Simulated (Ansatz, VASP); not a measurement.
One calculation of P, two programs

```xyz
3
Lattice="4.4149 0.0000 0.0000 -2.2074 3.8234 0.0000 0.0000 0.0000 2.4654" Properties=species:S:1:pos:R:3 pbc="T T T"
P    -2.2074    3.8234    0.0000
P     0.0000    2.5489    1.2327
P     2.2074    1.2745    1.2327
```

Alike in both runs: task single point; functional r2SCAN; k mesh 9 × 9 × 14; occupations fermi-dirac, width 0.1 eV; no spin polarisation.

|  | VASP | Ansatz |
| --- | --- | --- |
| version | VASP 6.6.1 | Ansatz 0.2.0 |
| potentials or method | VASP PAW PBE potentials, release 64 (P), cutoff 550 eV | plane waves (500 eV) with PAW, scalar-relativistic |
| valence electrons in the cell | 15 | 15 |

VASP gave:

```
pressure (GPa)                                                : 4.0
traceless stress, the component that is largest in VASP (GPa) : -1.97
```

Q: Estimate Ansatz's values.

A: Pressure (GPa): 4.2; traceless stress, the component that is largest in VASP (GPa): -1.85.

VASP's potentials were made for PBE, not for r2SCAN.
